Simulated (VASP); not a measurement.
# KCl (Pm-3m) in VASP: notebook

KCl is run at these levels: PBEsol; tasks: single point.

Program: VASP 6.6.1. These are calculated values, not measurements. Logs are shortened: lines on timing, memory, paths and dates and some standing lists are left out, and cuts for length are marked.

### Step 1. The cell of the first run

It takes space group Pm-3m (No. 221, cubic). The conventional cell has a = 3.635 Å, b = 3.635 Å, c = 3.635 Å, α = 90.00°, β = 90.00°, γ = 90.00°. Within 4.1 Å of K (site symmetry m-3m) lie 8 Cl at 3.15 Å and 6 K at 3.63 Å. Within 4.1 Å of Cl (site symmetry m-3m) lie 8 K at 3.15 Å and 6 Cl at 3.63 Å.

### Step 2. Single point, PBEsol (24.01 Å³/atom)

INCAR

```
SYSTEM = KCl
ALGO = Normal
EDIFF = 1E-6
ENCUT = 500
GGA = PS
GGA_COMPAT = .FALSE.
ISIF = 2
ISMEAR = 0
LASPH = .TRUE.
LCHARG = .TRUE.
LELF = .TRUE.
LREAL = .FALSE.
LVHAR = .TRUE.
LWAVE = .FALSE.
NBANDS = 15
NELM = 120
PREC = Accurate
SIGMA = 0.05
```

KPOINTS

```
k-points
0
G
  8 8 8
  0 0 0
```

POSCAR

```
KCl
1.0
    3.6348007047      0.0000000000      0.0000000000
    0.0000000000      3.6348007047      0.0000000000
    0.0000000000      0.0000000000      3.6348007047
K Cl
1 1
Direct
    0.0000000000      0.0000000000      0.0000000000
    0.5000000000      0.5000000000      0.5000000000
```

Potentials or basis: VASP PAW PBE potentials, release 64 (K_sv, Cl).

Launch:

```sh
$ cat potpaw_PBE.64/K_sv/POTCAR potpaw_PBE.64/Cl/POTCAR > POTCAR
$ mpirun -np 1 vasp_std > vasp.out
```

OUTCAR:

```text
SYSTEM = KCl
   EDIFF = 1E-6
   ENCUT = 500
   GGA = PS
   ISIF = 2
   ISMEAR = 0
   LASPH = .TRUE.
   LREAL = .FALSE.
   NELM = 120
   PREC = Accurate

 ion  position               nearest neighbor table
   1  0.000  0.000  0.000-   2 3.15   2 3.15   2 3.15   2 3.15   2 3.15   2 3.15   2 3.15   2 3.15

   2  0.500  0.500  0.500-   1 3.15   1 3.15   1 3.15   1 3.15   1 3.15   1 3.15   1 3.15   1 3.15

  LATTYP: Found a simple cubic cell.
 ALAT       =     3.6348007047

  Lattice vectors:

 A1 = (   3.6348007047,   0.0000000000,   0.0000000000)
 A2 = (   0.0000000000,   3.6348007047,   0.0000000000)
 A3 = (   0.0000000000,   0.0000000000,   3.6348007047)

Analysis of symmetry for initial positions (statically):
=====================================================================
 Subroutine PRICEL returns:
 Original cell was already a primitive cell.

 Routine SETGRP: Setting up the symmetry group for a
 simple cubic supercell.

 Subroutine GETGRP returns: Found 48 space group operations
 (whereof 48 operations were pure point group operations)
 out of a pool of 48 trial point group operations.

The static configuration has the point symmetry O_h .

Analysis of symmetry for dynamics (positions and initial velocities):
=====================================================================
 Subroutine PRICEL returns:
 Original cell was already a primitive cell.

 Routine SETGRP: Setting up the symmetry group for a
 simple cubic supercell.

 Subroutine GETGRP returns: Found 48 space group operations
 (whereof 48 operations were pure point group operations)
 out of a pool of 48 trial point group operations.

The dynamic configuration has the point symmetry O_h .

 Subroutine INISYM returns: Found 48 space group operations
 (whereof 48 operations are pure point group operations),
 and found     1 'primitive' translations

----------------------------------------------------------------------------------------

                                     Primitive cell

  volume of cell :      48.0222

  direct lattice vectors                    reciprocal lattice vectors
     3.634800705  0.000000000  0.000000000     0.275118248  0.000000000  0.000000000
     0.000000000  3.634800705  0.000000000     0.000000000  0.275118248  0.000000000
     0.000000000  0.000000000  3.634800705     0.000000000  0.000000000  0.275118248

  length of vectors
     3.634800705  3.634800705  3.634800705     0.275118248  0.275118248  0.275118248

  position of ions in fractional coordinates (direct lattice)
     0.000000000  0.000000000  0.000000000
     0.500000000  0.500000000  0.500000000

  ion indices of the primitive-cell ions
   primitive index   ion index
                 1           1
                 2           2

----------------------------------------------------------------------------------------

 KPOINTS: k-points

Automatic generation of k-mesh.
 Grid dimensions read from file:
 generate k-points for:    8    8    8

 Generating k-lattice:

  Cartesian coordinates                     Fractional coordinates (reciprocal lattice)
     0.034389781  0.000000000  0.000000000     0.125000000  0.000000000  0.000000000
     0.000000000  0.034389781  0.000000000     0.000000000  0.125000000  0.000000000
     0.000000000  0.000000000  0.034389781     0.000000000  0.000000000  0.125000000

  Length of vectors
     0.034389781  0.034389781  0.034389781

  Shift w.r.t. Gamma in fractional coordinates (k-lattice)
     0.000000000  0.000000000  0.000000000

 Subroutine IBZKPT returns following result:
 ===========================================

 Found     35 irreducible k-points:

 Following reciprocal coordinates:
            Coordinates               Weight
  0.000000  0.000000  0.000000      1.000000
  0.125000  0.000000  0.000000      6.000000
  0.250000  0.000000  0.000000      6.000000
  0.375000  0.000000  0.000000      6.000000
  0.500000  0.000000  0.000000      3.000000
  0.125000  0.125000  0.000000     12.000000
[... 16 lines left out ...]
  0.375000  0.375000  0.125000     24.000000
  0.500000  0.375000  0.125000     24.000000
 [... further k-points ...]
   k-points           NKPTS =     35   k-points in BZ     NKDIM =     35   number of bands    NBANDS=     15
   number of dos      NEDOS =    301   number of ions     NIONS =      2
   total plane-waves  NPLWV =  21952
   dimension x,y,z NGX =    28 NGY =   28 NGZ =   28
   dimension x,y,z NGXF=    56 NGYF=   56 NGZF=   56
   ions per type =               1   1
   NGX,Y,Z   is equivalent  to a cutoff of  12.81, 12.81, 12.81 a.u.
   NGXF,Y,Z  is equivalent  to a cutoff of  25.61, 25.61, 25.61 a.u.
 SYSTEM =  KCl
   PREC   = accura    normal or accurate (medium, high low for compatibility)
   ISTART =      0    job   : 0-new  1-cont  2-samecut
   ICHARG =      2    charge: 1-file 2-atom 10-const
   ISPIN  =      1    spin polarized calculation?
   LNONCOLLINEAR =      F non collinear calculations
   LSORBIT =      F    spin-orbit coupling
   LASPH  =      T    aspherical Exc in radial PAW
   ENCUT  =  500.0 eV  36.75 Ry    6.06 a.u.   6.63  6.63  6.63*2*pi/ulx,y,z
   NELM   =    120;   NELMIN=  2; NELMDL= -5     # of ELM steps
   EDIFF  = 0.1E-05   stopping-criterion for ELM
   LREAL  =      F    real-space projection
   EDIFFG = 0.1E-04   stopping-criterion for IOM
   NSW    =      0    number of steps for IOM
   IBRION =     -1    ionic relax: 0-MD 1-quasi-New 2-CG
   NFREE  =      0    steps in history (QN), initial steepest desc. (CG)
   ISIF   =      2    stress and relaxation
   ISYM   =      2    0-nonsym 1-usesym 2-fastsym
   POTIM  = 0.5000    time-step for ionic-motion
   TEBEG  =    0.0;   TEEND  =   0.0 temperature during run
   PSTRESS=    0.0 pullay stress
   NELECT =      16.0000    total number of electrons
   NUPDOWN=      -1.0000    fix difference up-down
   EMIN   =  10.00;   EMAX   =-10.00  energy-range for DOS
   EFERMI =   0.00;   METHOD = LEGACY
   ISMEAR =     0;   SIGMA  =   0.05  broadening in eV -4-tet -1-fermi 0-gaus
   EFERMI_NEDOS =   21; number of points for ismear=-14 and -15
   IALGO  =     38    algorithm
   IMIX   =      4    mixing-type and parameters
     AMIX     =   0.40;   BMIX     =  1.00
     AMIX_MAG =   1.60;   BMIX_MAG =  1.00
  volume/ion in A,a.u.               =      24.01       162.03
  Fermi-wavevector in a.u.,A,eV,Ry     =   1.134926  2.144699 17.525081  1.288057
  Thomas-Fermi vector in A             =   2.271630
   LORBIT       =      0    0 simple, 1 ext, 2 COOP (PROOUT), +10 PAW based schemes
   GGA     = PS    functional components
   LHFCALC =     F    Hartree Fock is set to
   AEXX    =    0.0000 exact exchange contribution
   IVDW    =     0    specifies the selected vdW correction
   LEPSILON=     F    determine dielectric tensor
   LRPA    =     F    only Hartree local field effects (RPA)
 non-spin polarized calculation
 Gauss-broadening in eV      SIGMA  =   0.05
  energy-cutoff  :      500.00
  volume of cell :       48.02
 maximum number of plane-waves:      1236
 NGX is ok and might be reduce to    28
   NGX = 13   NGY = 13   NGZ = 13

 number of electron      16.0000000 magnetization

 Free energy of the ion-electron system (eV)
  ---------------------------------------------------
  ext. energy  EPLUGINS =         0.00000000
  ---------------------------------------------------
  free energy    TOTEN  =        -6.88490684 eV

  energy without entropy =       -6.88490684  energy(sigma->0) =       -6.88490684

 E-fermi :   0.2832     XC(G=0):  -9.0270

 val. band max:       -0.0113416852   @ k =   0.5000   0.5000   0.0000
 cond. band min:       5.3496023060   @ k =   0.0000   0.0000   0.0000
 fundamental gap:      5.3609439912
 Fermi energy:         0.2832389103

 k-point     1 :       0.0000    0.0000    0.0000
  band No.  band energies     occupation
      1     -27.6634      2.00000
      2     -12.9130      2.00000
      3     -11.0742      2.00000
      4     -11.0742      2.00000
      5     -11.0742      2.00000
      6      -0.2479      2.00000
      7      -0.2479      2.00000
      8      -0.2479      2.00000
      9       5.3496      0.00000
     10       6.2073      0.00000
     11       6.2073      0.00000
     12      11.0216      0.00000
     13      11.0216      0.00000
     14      11.0216      0.00000
     15      14.2066      0.00000

 k-point     2 :       0.1250    0.0000    0.0000
  band No.  band energies     occupation
      1     -27.6575      2.00000
      2     -12.9449      2.00000
      3     -11.0657      2.00000
      4     -11.0657      2.00000
      5     -11.0527      2.00000
      6      -0.6401      2.00000
      7      -0.2572      2.00000
      8      -0.2572      2.00000
      9       5.7663      0.00000
     10       6.3549      0.00000
     11       6.6412      0.00000
     12      10.9590      0.00000
     13      10.9590      0.00000
     14      11.1135      0.00000
     15      13.4842      0.00000

 k-point     3 :       0.2500    0.0000    0.0000
  band No.  band energies     occupation
      1     -27.6433      2.00000
      2     -13.0257      2.00000
      3     -11.0451      2.00000
      4     -11.0451      2.00000
      5     -10.9910      2.00000
      6      -1.4179      2.00000
      7      -0.2804      2.00000
      8      -0.2804      2.00000
      9       6.6822      0.00000
     10       6.7831      0.00000
     11       7.7184      0.00000
     12      10.8784      0.00000
     13      10.8784      0.00000
     14      11.3598      0.00000
     15      12.0547      0.00000
[... 343 lines left out ...]
 k-point    23 :       0.3750    0.3750    0.1250
  band No.  band energies     occupation
      1     -27.5929      2.00000
      2     -12.6846      2.00000
      3     -11.3898      2.00000
      4     -11.2120      2.00000
      5     -11.0438      2.00000
      6      -1.5428      2.00000
      7      -1.3940      2.00000
      8      -0.3875      2.00000
      9       6.9061      0.00000
     10       8.0286      0.00000
     11       9.0875      0.00000
     12       9.3540      0.00000
     13      10.7010      0.00000
     14      11.1193      0.00000
     15      13.2756      0.00000

 k-point    24 :       0.5000    0.3750    0.1250
  band No.  band energies     occupation
      1     -27.5876      2.00000
      2     -12.6068      2.00000
      3     -11.3836      2.00000
      4     -11.3350      2.00000
      5     -11.0385      2.00000
      6      -1.6332      2.00000
      7      -1.3855      2.00000
      8      -0.3595      2.00000
      9       6.6816      0.00000
     10       7.9388      0.00000
     11       9.0199      0.00000
     12       9.1887      0.00000
     13      11.1142      0.00000
     14      11.8341      0.00000
     15      13.0641      0.00000

 [... further k-points ...]
[... 5 lines left out ...]
  --------------------------------------------------------------------------------------
  -------------------------------------------------------------------------------------
  Total        0.7014386      0.7014386      0.7014386      0.0000000      0.0000000     -0.0000000
  in kB       23.4022944     23.4022944     23.4022944      0.0000000      0.0000000     -0.0000000
  external PRESSURE =      23.4022944 kB  Pullay stress =       0.0000000 kB

 VOLUME and BASIS-vectors are now :
 -----------------------------------------------------------------------------
  energy-cutoff  :      500.00
  volume of cell :       48.02
      direct lattice vectors                 reciprocal lattice vectors
     3.634800705  0.000000000  0.000000000     0.275118248  0.000000000  0.000000000
     0.000000000  3.634800705  0.000000000     0.000000000  0.275118248  0.000000000
     0.000000000  0.000000000  3.634800705     0.000000000  0.000000000  0.275118248

 POSITION                                       TOTAL-FORCE (eV/Angst)
 -----------------------------------------------------------------------------------
      0.00000      0.00000      0.00000         0.000000      0.000000      0.000000
      1.81740      1.81740      1.81740         0.000000      0.000000      0.000000
 -----------------------------------------------------------------------------------
    total drift:                               -0.000000      0.000000      0.000000

  FREE ENERGIE OF THE ION-ELECTRON SYSTEM (eV)
  ---------------------------------------------------
  free  energy   TOTEN  =        -6.8849068438 eV

  energy  without entropy=       -6.8849068438  energy(sigma->0) =       -6.88490684
```

Wall time 16 s (1 thread of Intel Xeon Platinum 8259CL at 2.50GHz (Skylake/Cascade Lake), shared host); peak memory 0.16 GiB.

What came out:

| Quantity | Value |
| --- | --- |
| Free energy | -6.8849 eV |
| Pressure | 2.3 GPa |
| Band gap on the k mesh | 5.36 eV (least direct gap 5.60 eV) |

Levels at points of the mesh, in eV from the valence-band top:
```
           k point  band 6  band 7  band 8  band 9  band 10  band 11
(0.00, 0.00, 0.00)   -0.24   -0.24   -0.24    5.36     6.22     6.22
(0.50, 0.00, 0.00)   -2.29   -0.30   -0.30    7.86     8.36     9.07
(0.50, 0.50, 0.00)   -1.48   -1.48    0.00    6.10     7.33     8.97
(0.50, 0.50, 0.50)   -1.79   -1.79   -1.79    9.17     9.17     9.17
```

Caveat: the PAW data sets were made with another functional, which shifts forces and pressure a little. Expect the measured gap to be larger: semilocal functionals such as PBEsol lack the derivative discontinuity.

### Step 3. Single point, PBEsol (24.36 Å³/atom)

This run uses another cell than the first one, of 24.36 Å³/atom.

INCAR

```
  PREC = Accurate
  ENCUT = 500
  EDIFF = 1E-6
  ISMEAR = 0
  SIGMA = 0.05
  LREAL = False
  LASPH = True
  NELM = 120
  ALGO = Normal
  ISIF = 2
  LWAVE = False
  LCHARG = True
  GGA = PS
  LELF = True
  LVHAR = True
  NBANDS = 15
  GGA_COMPAT = False
```

KPOINTS

```
Automatic mesh
0
Gamma
  8 8 8
```

POSCAR

```
KCl
1.0
    3.6523632870      0.0000000000      0.0000000000
    0.0000000000      3.6523632870      0.0000000000
    0.0000000000      0.0000000000      3.6523632870
K Cl
1 1
Direct
    0.0000000000      0.0000000000      0.0000000000
    0.5000000000      0.5000000000      0.5000000000
```

Potentials or basis: VASP PAW PBE potentials, release 64 (K_sv, Cl).

Launch:

```sh
$ cat potpaw_PBE.64/K_sv/POTCAR potpaw_PBE.64/Cl/POTCAR > POTCAR
$ mpirun -np 1 vasp_std > vasp.out
```

OUTCAR:

```text
PREC = Accurate
   ENCUT = 500
   EDIFF = 1E-6
   ISMEAR = 0
   LREAL = False
   LASPH = True
   NELM = 120
   ISIF = 2
   GGA = PS

 ion  position               nearest neighbor table
   1  0.000  0.000  0.000-   2 3.16   2 3.16   2 3.16   2 3.16   2 3.16   2 3.16   2 3.16   2 3.16

   2  0.500  0.500  0.500-   1 3.16   1 3.16   1 3.16   1 3.16   1 3.16   1 3.16   1 3.16   1 3.16

  LATTYP: Found a simple cubic cell.
 ALAT       =     3.6523632870

  Lattice vectors:

 A1 = (   3.6523632870,   0.0000000000,   0.0000000000)
 A2 = (   0.0000000000,   3.6523632870,   0.0000000000)
 A3 = (   0.0000000000,   0.0000000000,   3.6523632870)

Analysis of symmetry for initial positions (statically):
=====================================================================
 Subroutine PRICEL returns:
 Original cell was already a primitive cell.

 Routine SETGRP: Setting up the symmetry group for a
 simple cubic supercell.

 Subroutine GETGRP returns: Found 48 space group operations
 (whereof 48 operations were pure point group operations)
 out of a pool of 48 trial point group operations.

The static configuration has the point symmetry O_h .

Analysis of symmetry for dynamics (positions and initial velocities):
[... 169 lines left out ...]
      1     -27.7668      2.00000
      2     -12.9653      2.00000
      3     -11.1820      2.00000
      4     -11.1820      2.00000
      5     -11.1820      2.00000
      6      -0.3330      2.00000
      7      -0.3330      2.00000
      8      -0.3330      2.00000
      9       5.1880      0.00000
     10       6.1463      0.00000
     11       6.1463      0.00000
     12      10.9016      0.00000
     13      10.9016      0.00000
     14      10.9016      0.00000
[... 401 lines left out ...]
      2     -12.6681      2.00000
      3     -11.4779      2.00000
      4     -11.4317      2.00000
      5     -11.1485      2.00000
      6      -1.6918      2.00000
      7      -1.4477      2.00000
      8      -0.4377      2.00000
      9       6.5850      0.00000
     10       7.8263      0.00000
     11       8.9211      0.00000
     12       9.0862      0.00000
     13      10.9452      0.00000
     14      11.6354      0.00000
     15      12.9009      0.00000

 [... further k-points ...]
[... 5 lines left out ...]
  --------------------------------------------------------------------------------------
  -------------------------------------------------------------------------------------
  Total        0.5703513      0.5703513      0.5703513     -0.0000000     -0.0000000      0.0000000
  in kB       18.7556052     18.7556052     18.7556052     -0.0000000     -0.0000000      0.0000000
  external PRESSURE =      18.7556052 kB  Pullay stress =       0.0000000 kB

 VOLUME and BASIS-vectors are now :
 -----------------------------------------------------------------------------
  energy-cutoff  :      500.00
  volume of cell :       48.72
      direct lattice vectors                 reciprocal lattice vectors
     3.652363287  0.000000000  0.000000000     0.273795327  0.000000000  0.000000000
     0.000000000  3.652363287  0.000000000     0.000000000  0.273795327  0.000000000
     0.000000000  0.000000000  3.652363287     0.000000000  0.000000000  0.273795327

 POSITION                                       TOTAL-FORCE (eV/Angst)
 -----------------------------------------------------------------------------------
      0.00000      0.00000      0.00000         0.000000      0.000000      0.000000
      1.82618      1.82618      1.82618         0.000000      0.000000      0.000000
 -----------------------------------------------------------------------------------
    total drift:                               -0.000000      0.000000      0.000000

  FREE ENERGIE OF THE ION-ELECTRON SYSTEM (eV)
  ---------------------------------------------------
  free  energy   TOTEN  =        -6.8943851907 eV

  energy  without entropy=       -6.8943851907  energy(sigma->0) =       -6.89438519
```

Wall time 16 s (1 thread of Intel Xeon Platinum 8259CL at 2.50GHz (Skylake/Cascade Lake), shared host); peak memory 0.16 GiB.

Results:

```
Free energy            : -6.8944 eV
Pressure               : 1.9 GPa
Band gap on the k mesh : 5.29 eV (least direct gap 5.52 eV)
```

Levels at points of the mesh, in eV from the valence-band top:
```csv
k point,band 4,band 5,band 6,band 7,band 8,band 9,band 10,band 11,band 12,band 13
"(0.00, 0.00, 0.00)",-11.08,-11.08,-0.23,-0.23,-0.23,5.29,6.24,6.24,11.00,11.00
"(0.50, 0.00, 0.00)",-11.03,-10.90,-2.24,-0.30,-0.30,7.86,8.28,8.98,10.01,10.98
"(0.50, 0.50, 0.00)",-11.45,-10.99,-1.46,-1.46,0.00,6.10,7.32,8.96,8.96,12.43
"(0.50, 0.50, 0.50)",-11.35,-11.35,-1.74,-1.74,-1.74,9.13,9.13,9.13,10.50,10.50
```

Caveat: the PAW data sets were made with another functional, which shifts forces and pressure a little. A k mesh can miss the band edges.

(Continued in part 2 of 2.)
